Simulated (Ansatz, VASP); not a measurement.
PtSe2 in VASP and in Ansatz

```xyz
3
Lattice="3.5750 0.0000 0.0000 -1.7875 3.0961 0.0000 0.0000 0.0000 5.2645" Properties=species:S:1:pos:R:3 pbc="T T T"
Pt    0.0000    0.0000    0.0000
Se    0.0000    2.0641    1.3161
Se    1.7875    1.0320    3.9484
```

Change from the starting cell: strain -0.040 along x and y, +0.040 along z, atoms carried along.

Alike in both runs: task single point; functional PBE; k mesh 12 × 12 × 10; occupations gaussian, width 0.15 eV; no spin polarisation.

|  | VASP | Ansatz |
| --- | --- | --- |
| version | VASP 6.6.1 | Ansatz 0.2.0 |
| potentials or method | VASP PAW PBE potentials, release 64 (Pt, Se), cutoff 520 eV | scalar-relativistic, plane waves, PAW |
| valence electrons in the cell | 22 | 50 |

```csv
,VASP,Ansatz,Ansatz less VASP
gap on the k mesh at the Fermi level (eV),none,none,-
pressure (GPa),17.1,17.1,-0.05
"traceless stress, the component that is largest in VASP (GPa)",-5.72,-5.70,+0.016
rms of the force components (eV/Å),0.493,0.488,-0.0049
```

Atom by atom the forces differ by 0.005 eV/Å (rms over components). A gap of «none» marks a metal or a gap that the smearing closes. The functional is the same, so the differences come from potentials, cutoffs and numerics. VASP's potentials hold 22 valence electrons a cell and Ansatz's 50, so a difference there can come from the potentials and not from the codes.

Spin-orbit coupling is off throughout.
